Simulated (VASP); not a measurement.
Set up this calculation in VASP 6.6.1, as the native input.

```
Task                   : single point
Functional             : r2SCAN
Potentials or basis    : VASP PAW PBE potentials, release 64 (Cd, S)
Cutoff                 : 520 eV
k mesh                 : 8 × 8 × 8
Occupations            : gaussian, width 0.01 eV
Spin                   : no spin polarisation
Dipole correction      : no
Further INCAR settings : ALGO = Normal; EDIFF = 1e-06; NBANDS = 16
```

Crystal: CdS.

```
CELL_PARAMETERS angstrom
0.00000 2.83781 3.08342
2.83781 0.00000 3.08342
2.83781 2.83781 0.00000
ATOMIC_POSITIONS crystal
Cd 0.00000 0.00000 0.00000
S 0.25000 0.25000 0.25000
```

This cell differs from its parent crystal: epitaxial xy strain -3.5%.

These files were run (other wordings do the same):

POSCAR

```
CdS
1.0
    0.0000000000      2.8378119306      3.0834213127
    2.8378119306      0.0000000000      3.0834213127
    2.8378119306      2.8378119306      0.0000000000
Cd S
1 1
Direct
    0.0000000000      0.0000000000      0.0000000000
    0.2500000000      0.2500000000      0.2500000000
```

INCAR.step1

```
SYSTEM = CdS
PREC = Accurate
ENCUT = 520
ISMEAR = 0
SIGMA = 0.01
LREAL = .FALSE.
LASPH = .TRUE.
NELM = 60
NBANDS = 16
GGA = PE
ALGO = Normal
EDIFF = 1E-4
LWAVE = .TRUE.
LCHARG = .FALSE.
```

INCAR.step2

```
SYSTEM = CdS
PREC = Accurate
ENCUT = 520
EDIFF = 1E-6
ISMEAR = 0
SIGMA = 0.01
LREAL = .FALSE.
LASPH = .TRUE.
NELM = 60
ALGO = Normal
ISIF = 2
LWAVE = .FALSE.
LCHARG = .FALSE.
METAGGA = R2SCAN
LMIXTAU = .TRUE.
NBANDS = 16
ISTART = 1
```

KPOINTS

```
regular mesh
0
G
  8 8 8
  0 0 0
```

Potentials or basis: VASP PAW PBE potentials, release 64 (Cd, S).

Launch:

```console
$ cat potpaw_PBE.64/Cd/POTCAR potpaw_PBE.64/S/POTCAR > POTCAR
$ cp INCAR.step1 INCAR
$ mpirun -np 1 vasp_std > vasp.out
$ cp INCAR.step2 INCAR
$ mpirun -np 1 vasp_std > vasp.out
```

It gave:

The pressure is 1.5 GPa and the band gap on the k mesh is 1.48 eV.

Caveat: the cell differs from its parent crystal (epitaxial xy strain -3.5%); the structure was generated, so it needn't be the stable form of CdS; the PAW data sets were made with another functional, which shifts forces and pressure a little.

Wall time 4.2 min on 1 thread of Intel Xeon 8259CL, on a shared host, peak memory 0.21 GiB.
